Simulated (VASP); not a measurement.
Wanted: the native input for a VASP 6.6.1 run.

* Task: single point
* Functional: PBEsol
* Potentials or basis: VASP PAW PBE potentials, release 64 (Bi_d, Te)
* Cutoff: 520 eV
* k mesh: 18 × 18 × 18
* Occupations: gaussian, width 0.15 eV
* Spin: no spin polarisation
* Dipole correction: no
* Further INCAR settings: ALGO = Normal; EDIFF = 1e-06; NBANDS = 18

The structure of BiTe lies in POSCAR:

```
BiTe
1.0
    2.3992465521      1.3852056427      3.1951106400
   -2.3992465521      1.3852056427      3.1951106400
    0.0000000000     -2.7704112854      3.1951106400
Bi Te
1 1
Direct
    0.5000000000      0.5000000000      0.5000000000
    0.0000000000      0.0000000000      0.0000000000
```

One way to write it, as run:

INCAR

```
SYSTEM = BiTe
ALGO = Normal
EDIFF = 1E-6
ENCUT = 520
GGA = PS
ISIF = 2
ISMEAR = 0
LASPH = .True.
LCHARG = .False.
LREAL = .False.
LWAVE = .False.
NBANDS = 18
NELM = 100
PREC = Accurate
SIGMA = 0.15
```

KPOINTS

```
k-points
0
Gamma
  18 18 18
  0 0 0
```

Potentials or basis: VASP PAW PBE potentials, release 64 (Bi_d, Te).

Run with:

```console
$ cat potpaw_PBE.64/Bi_d/POTCAR potpaw_PBE.64/Te/POTCAR > POTCAR
$ mpirun -np 1 vasp_std > vasp.out
```

It gave:

- Pressure: 0.0 GPa
- Band gap on the k mesh: zero (an odd number of electrons rules out a gap without spin polarisation)

Caveat: the PAW data sets were made with another functional, which shifts forces and pressure a little; spin-orbit coupling is left out, which moves the levels of the heavy elements; an odd number of electrons without spin polarisation forces a metal; a magnetic or distorted state may lie lower.

Wall time 2.3 min on 1 thread of Intel(R) Xeon(R) 6975P-C (Granite Rapids), with other jobs on the host, peak memory 0.71 GiB.
